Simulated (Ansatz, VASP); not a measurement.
WO in VASP and in Ansatz

```
W O
1.0
     2.82601    0.00000    0.00000
     0.00000    2.82601    0.00000
     0.00000    0.00000    2.82601
W O
1 1
Cartesian
  0.0000 0.0000 0.0000
  1.4130 1.4130 1.4130
```

Alike in both runs: task single point; functional r2SCAN; k mesh 14 × 14 × 14; occupations gaussian, width 0.1 eV; no spin polarisation.

|  | VASP | Ansatz |
| --- | --- | --- |
| version | VASP 6.6.1 | Ansatz 0.2.0 |
| potentials or method | VASP PAW PBE potentials, release 64 (W_sv, O), cutoff 520 eV | scalar-relativistic, plane waves, PAW |
| valence electrons in the cell | 20 | 20 |

|  | VASP | Ansatz | Ansatz less VASP |
| --- | --- | --- | --- |
| gap on the k mesh at the Fermi level (eV) | none | none | - |
| pressure (GPa) | -5.7 | -7.4 | -1.72 |

VASP's potentials were made for PBE, not for r2SCAN. A gap of «none» marks a metal or a gap that the smearing closes.

Spin-orbit coupling is off throughout.
